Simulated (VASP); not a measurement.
# Re (Fm-3m) in VASP: density of states with PBE

Aim: the density of states of Re with PBE.

All numbers are computed with VASP 6.6.1; they aren't measurements. Logs are shortened: lines on timing, memory, paths and dates and some standing lists are left out, and cuts for length are marked.

## (1) The cell of the first run

The structure is cubic, space group Fm-3m (No. 225). The conventional cell has a = 3.950 Å, b = 3.950 Å, c = 3.950 Å, α = 90.00°, β = 90.00°, γ = 90.00°. Within 3.7 Å of Re (site symmetry m-3m) lie 12 Re at 2.79 Å.

## (2) Density of states, PBE

POSCAR reads:

```
Re
1.0
    0.0000000000      1.9750000000      1.9750000000
    1.9750000000      0.0000000000      1.9750000000
    1.9750000000      1.9750000000      0.0000000000
Re
1
Direct
    0.0000000000      0.0000000000      0.0000000000
```

INCAR.step1 reads:

```
  ALGO = Normal
  EDIFF = 1E-6
  ENCUT = 520
  GGA = PE
  ISIF = 2
  ISMEAR = 0
  LASPH = T
  LCHARG = T
  LMAXMIX = 4
  LREAL = F
  LWAVE = F
  NBANDS = 10
  NELM = 100
  PREC = Accurate
  SIGMA = 0.05
```

KPOINTS.step1 reads:

```
k-points
0
Gamma
  14 14 14
```

INCAR.step2 reads:

```
  ALGO = Normal
  EDIFF = 1E-6
  ENCUT = 520
  GGA = PE
  ICHARG = 11
  ISIF = 2
  ISMEAR = -5
  LASPH = T
  LCHARG = F
  LMAXMIX = 4
  LORBIT = 10
  LREAL = F
  LWAVE = F
  NEDOS = 1001
  NELM = 100
  PREC = Accurate
  SIGMA = 0.05
```

KPOINTS.step2 reads:

```
k-points
0
Gamma
  21 21 21
```

Potentials or basis: VASP PAW PBE potentials, release 64 (Re).

On the command line:

```sh
$ cat potpaw_PBE.64/Re/POTCAR > POTCAR
$ cp INCAR.step1 INCAR
$ cp KPOINTS.step1 KPOINTS
$ mpirun -np 1 vasp_std > vasp.out
$ cp INCAR.step2 INCAR
$ cp KPOINTS.step2 KPOINTS
$ mpirun -np 1 vasp_std > vasp.out
```

OUTCAR:

```text
EDIFF = 1E-6
   ENCUT = 520
   GGA = PE
   ICHARG = 11
   ISIF = 2
   ISMEAR = -5
   LASPH = T
   LORBIT = 10
   LREAL = F
   NELM = 100
   PREC = Accurate

 ion  position               nearest neighbor table
   1  0.000  0.000  0.000-

  LATTYP: Found a face centered cubic cell.
 ALAT       =     3.9500000000

  Lattice vectors:

 A1 = (   0.0000000000,   1.9750000000,   1.9750000000)
 A2 = (   1.9750000000,   0.0000000000,   1.9750000000)
 A3 = (   1.9750000000,   1.9750000000,   0.0000000000)

Analysis of symmetry for initial positions (statically):
=====================================================================
 Subroutine PRICEL returns:
 Original cell was already a primitive cell.

 Routine SETGRP: Setting up the symmetry group for a
 face centered cubic supercell.

 Subroutine GETGRP returns: Found 48 space group operations
 (whereof 48 operations were pure point group operations)
 out of a pool of 48 trial point group operations.

The static configuration has the point symmetry O_h .

Analysis of symmetry for dynamics (positions and initial velocities):
=====================================================================
 Subroutine PRICEL returns:
 Original cell was already a primitive cell.

 Routine SETGRP: Setting up the symmetry group for a
 face centered cubic supercell.

 Subroutine GETGRP returns: Found 48 space group operations
 (whereof 48 operations were pure point group operations)
 out of a pool of 48 trial point group operations.

The dynamic configuration has the point symmetry O_h .

 Subroutine INISYM returns: Found 48 space group operations
 (whereof 48 operations are pure point group operations),
 and found     1 'primitive' translations

----------------------------------------------------------------------------------------

                                     Primitive cell

  volume of cell :      15.4075

  direct lattice vectors                    reciprocal lattice vectors
     0.000000000  1.975000000  1.975000000    -0.253164557  0.253164557  0.253164557
     1.975000000  0.000000000  1.975000000     0.253164557 -0.253164557  0.253164557
     1.975000000  1.975000000  0.000000000     0.253164557  0.253164557 -0.253164557

  length of vectors
     2.793071786  2.793071786  2.793071786     0.438493875  0.438493875  0.438493875

  position of ions in fractional coordinates (direct lattice)
     0.000000000  0.000000000  0.000000000

  ion indices of the primitive-cell ions
   primitive index   ion index
                 1           1

----------------------------------------------------------------------------------------

 KPOINTS: k-points

Automatic generation of k-mesh.
 Grid dimensions read from file:
 generate k-points for:   21   21   21

 Generating k-lattice:

  Cartesian coordinates                     Fractional coordinates (reciprocal lattice)
    -0.012055455  0.012055455  0.012055455     0.047619048  0.000000000  0.000000000
     0.012055455 -0.012055455  0.012055455     0.000000000  0.047619048  0.000000000
     0.012055455  0.012055455 -0.012055455     0.000000000  0.000000000  0.047619048

  Length of vectors
     0.020880661  0.020880661  0.020880661

  Shift w.r.t. Gamma in fractional coordinates (k-lattice)
     0.000000000  0.000000000  0.000000000

 TETIRR: Found   1276 inequivalent tetrahedra from    55566

 Subroutine IBZKPT returns following result:
 ===========================================

 Found    286 irreducible k-points:

 Following reciprocal coordinates:
            Coordinates               Weight
  0.000000  0.000000  0.000000      1.000000
  0.047619  0.000000  0.000000      8.000000
  0.095238  0.000000  0.000000      8.000000
  0.142857  0.000000  0.000000      8.000000
  0.190476  0.000000  0.000000      8.000000
  0.238095  0.000000  0.000000      8.000000
[... 16 lines left out ...]
 -0.428571  0.047619  0.000000     24.000000
 -0.380952  0.047619  0.000000     24.000000
 [... further k-points ...]
   k-points           NKPTS =    286   k-points in BZ     NKDIM =    286   number of bands    NBANDS=      7
   number of dos      NEDOS =   1001   number of ions     NIONS =      1
   total plane-waves  NPLWV =  13824
   dimension x,y,z NGX =    24 NGY =   24 NGZ =   24
   dimension x,y,z NGXF=    48 NGYF=   48 NGZF=   48
   ions per type =               1
   NGX,Y,Z   is equivalent  to a cutoff of  14.28, 14.28, 14.28 a.u.
   NGXF,Y,Z  is equivalent  to a cutoff of  28.57, 28.57, 28.57 a.u.
 SYSTEM =  unknown system
   PREC   = accura    normal or accurate (medium, high low for compatibility)
   ISTART =      0    job   : 0-new  1-cont  2-samecut
   ICHARG =     11    charge: 1-file 2-atom 10-const
   ISPIN  =      1    spin polarized calculation?
   LNONCOLLINEAR =      F non collinear calculations
   LSORBIT =      F    spin-orbit coupling
   LASPH  =      T    aspherical Exc in radial PAW
   ENCUT  =  520.0 eV  38.22 Ry    6.18 a.u.   5.19  5.19  5.19*2*pi/ulx,y,z
   NELM   =    100;   NELMIN=  2; NELMDL=  0     # of ELM steps
   EDIFF  = 0.1E-05   stopping-criterion for ELM
   LREAL  =      F    real-space projection
   EDIFFG = 0.1E-04   stopping-criterion for IOM
   NSW    =      0    number of steps for IOM
   IBRION =     -1    ionic relax: 0-MD 1-quasi-New 2-CG
   NFREE  =      0    steps in history (QN), initial steepest desc. (CG)
   ISIF   =      2    stress and relaxation
   ISYM   =      2    0-nonsym 1-usesym 2-fastsym
   POTIM  = 0.5000    time-step for ionic-motion
   TEBEG  =    0.0;   TEEND  =   0.0 temperature during run
   PSTRESS=    0.0 pullay stress
   NELECT =       7.0000    total number of electrons
   NUPDOWN=      -1.0000    fix difference up-down
   EMIN   =  10.00;   EMAX   =-10.00  energy-range for DOS
   EFERMI =   0.00;   METHOD = LEGACY
   ISMEAR =    -5;   SIGMA  =   0.05  broadening in eV -4-tet -1-fermi 0-gaus
   EFERMI_NEDOS =   21; number of points for ismear=-14 and -15
   IALGO  =     38    algorithm
   IMIX   =      4    mixing-type and parameters
     AMIX     =   0.40;   BMIX     =  1.00
     AMIX_MAG =   1.60;   BMIX_MAG =  1.00
  volume/ion in A,a.u.               =      15.41       103.97
  Fermi-wavevector in a.u.,A,eV,Ry     =   1.258531  2.378278 21.550255  1.583899
  Thomas-Fermi vector in A             =   2.392135
   LORBIT       =     10    0 simple, 1 ext, 2 COOP (PROOUT), +10 PAW based schemes
   GGA     = PE    functional components
   LHFCALC =     F    Hartree Fock is set to
   AEXX    =    0.0000 exact exchange contribution
   IVDW    =     0    specifies the selected vdW correction
   LEPSILON=     F    determine dielectric tensor
   LRPA    =     F    only Hartree local field effects (RPA)
 non-spin polarized calculation
 Fermi weights with tetrahedron method with Bloechl corrections
  energy-cutoff  :      520.00
  volume of cell :       15.41
 maximum number of plane-waves:       432
 NGX is ok and might be reduce to    24

 number of electron       7.0000000 magnetization

 Free energy of the ion-electron system (eV)
  ---------------------------------------------------
  ext. energy  EPLUGINS =         0.00000000
  ---------------------------------------------------
  free energy    TOTEN  =       -12.34970074 eV

  energy without entropy =      -12.34970074  energy(sigma->0) =      -12.34970074

 E-fermi :   7.6072     XC(G=0): -13.4773

 val. band max:        7.6725004350   @ k =  -0.1429   0.2381   0.0952
 cond. band min:       7.4900006998   @ k =  -0.1905   0.1905   0.0000
 fundamental gap:     -0.1824997352
 Fermi energy:         7.6072252469

 k-point     1 :       0.0000    0.0000    0.0000
  band No.  band energies     occupation
      1      -2.2199      2.00000
      2       5.7958      2.00000
      3       5.7958      2.00000
      4       5.7958      2.00000
      5       8.7682      0.00000
      6       8.7682      0.00000
      7      21.4559      0.00000

 k-point     2 :       0.0476    0.0000    0.0000
  band No.  band energies     occupation
      1      -2.1193      2.00000
      2       5.7272      2.00000
      3       5.8432      2.00000
      4       5.8432      2.00000
      5       8.7304      0.00000
      6       8.7304      0.00000
      7      21.6511      0.00000

 k-point     3 :       0.0952    0.0000    0.0000
  band No.  band energies     occupation
      1      -1.8249      2.00000
      2       5.5424      2.00000
      3       5.9722      2.00000
      4       5.9722      2.00000
      5       8.6381      0.00000
      6       8.6381      0.00000
      7      22.1990      0.00000

 k-point     4 :       0.1429    0.0000    0.0000
  band No.  band energies     occupation
      1      -1.3609      2.00000
      2       5.2987      2.00000
      3       6.1383      2.00000
      4       6.1383      2.00000
      5       8.5560      0.00000
      6       8.5560      0.00000
      7      22.9146      0.00000

 k-point     5 :       0.1905    0.0000    0.0000
  band No.  band energies     occupation
      1      -0.7741      2.00000
      2       5.0777      2.00000
      3       6.2602      2.00000
      4       6.2602      2.00000
      5       8.5874      0.00000
      6       8.5874      0.00000
      7      22.5647      0.00000
[... 161 lines left out ...]
 k-point    22 :      -0.4762    0.0476    0.0000
  band No.  band energies     occupation
      1       1.1300      2.00000
      2       5.4997      2.00000
      3       5.6821      2.00000
      4       7.5304      2.00450
      5      11.0935      0.00000
      6      11.4354      0.00000
      7      16.8463      0.00000

 k-point    23 :      -0.4286    0.0476    0.0000
  band No.  band energies     occupation
      1       1.1249      2.00000
      2       5.5595      2.00000
      3       5.7156      2.00000
      4       7.1756      2.00811
      5      10.7819      0.00000
      6      11.3476      0.00000
      7      17.3276      0.00000

 k-point    24 :      -0.3810    0.0476    0.0000
  band No.  band energies     occupation
      1       1.0877      2.00000
      2       5.6830      2.00000
      3       5.8148      2.00000
      4       6.4644      2.00000
      5      10.2725      0.00000
      6      10.9959      0.00000
      7      18.2792      0.00000

 [... further k-points ...]
[... 5 lines left out ...]
  --------------------------------------------------------------------------------------
  -------------------------------------------------------------------------------------
  Total       -1.0400248     -1.0400248     -1.0400248      0.0000000     -0.0000000     -0.0000000
  in kB     -108.1491213   -108.1491213   -108.1491213      0.0000000     -0.0000000     -0.0000000
  external PRESSURE =    -108.1491213 kB  Pullay stress =       0.0000000 kB

 VOLUME and BASIS-vectors are now :
 -----------------------------------------------------------------------------
  energy-cutoff  :      520.00
  volume of cell :       15.41
      direct lattice vectors                 reciprocal lattice vectors
     0.000000000  1.975000000  1.975000000    -0.253164557  0.253164557  0.253164557
     1.975000000  0.000000000  1.975000000     0.253164557 -0.253164557  0.253164557
     1.975000000  1.975000000  0.000000000     0.253164557  0.253164557 -0.253164557

 POSITION                                       TOTAL-FORCE (eV/Angst)
 -----------------------------------------------------------------------------------
      0.00000      0.00000      0.00000        -0.000000     -0.000000     -0.000000
 -----------------------------------------------------------------------------------
    total drift:                                0.000000     -0.000000     -0.000000

  FREE ENERGIE OF THE ION-ELECTRON SYSTEM (eV)
  ---------------------------------------------------
  free  energy   TOTEN  =       -12.3497007395 eV

  energy  without entropy=      -12.3497007395  energy(sigma->0) =      -12.34970074

 total charge

# of ion       s       p       d       tot
------------------------------------------
    1        0.603   0.640   4.743   5.986
```

Run time: 32 s. Hardware: 1 thread of AMD EPYC 7R13 (Zen 3), shared host; peak memory 0.13 GiB.

Results:

| Property | Result |
| --- | --- |
| Valence electrons inside the program's atomic spheres | Re 5.99 |

Caveat: spin-orbit coupling is left out, which moves the levels of the heavy elements; tetrahedron occupations give inexact forces and stress in metals.
